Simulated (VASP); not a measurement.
Here is a VASP 6.6.1 calculation.

Contents of INCAR:

```
ALGO     = Normal         # electronic algorithm
DIPOL    = 0.5 0.5 0.500
EDIFF    = 1E-6           # SCF threshold, eV
ENCUT    = 520            # plane-wave cutoff, eV
GGA      = PE             # functional
IDIPOL   = 3            
ISIF     = 2              # what is computed and relaxed
ISMEAR   = 0              # smearing method
ISPIN    = 2              # spin polarisation
LASPH    = True           # aspherical terms in the spheres
LCHARG   = False          # write CHGCAR
LDIPOL   = True         
LMAXMIX  = 4              # l up to which the mixer works
LORBIT   = 11             # projections on sites
LREAL    = False          # projectors in reciprocal space
LWAVE    = False          # write WAVECAR
MAGMOM   = 3 3 3 3 3 3    # initial moments
NBANDS   = 40             # bands
NELM     = 150            # most SCF steps
PREC     = Accurate       # precision mode
SIGMA    = 0.1            # smearing width, eV
```

KPOINTS

```
k-points
0
Gamma
  12 12 1
```

POSCAR

```
Co
1.0
    2.4873648724      0.0000000029      0.0000000000
   -1.2436824387      2.1541211665      0.0000000000
    0.0000000000      0.0000000000     30.0780876226
Co
6
Direct
    0.6666666667      0.3333333333      0.3324679456
    0.3333333333      0.6666666667      0.3973493482
    0.6666666667      0.3333333333      0.4675592987
    0.3333333333      0.6666666667      0.5334181348
    0.6666666667      0.3333333333      0.6018189729
    0.3333333333      0.6666666667      0.6666987155
```

Potentials or basis: VASP PAW PBE potentials, release 64 (Co).

Run with:

```bash
$ cat potpaw_PBE.64/Co/POTCAR > POTCAR
$ mpirun -np 1 vasp_std > vasp.out
```

Problem. What does it give for the band gap on the k mesh?

Solution. Zero (filled and empty bands overlap).

Problem. Estimate the net moment.

Solution. 9.99 μB per cell.

Problem. What does it give for the largest force?

Solution. 0.239 eV/Å.

Forces in eV/Å, atoms in the order of the input:
```
Co   0.000  0.000  0.058
Co   0.000  0.000  0.209
Co   0.000  0.000 -0.239
Co   0.000  0.000 -0.005
Co   0.000  0.000  0.003
Co   0.000  0.000 -0.027
```
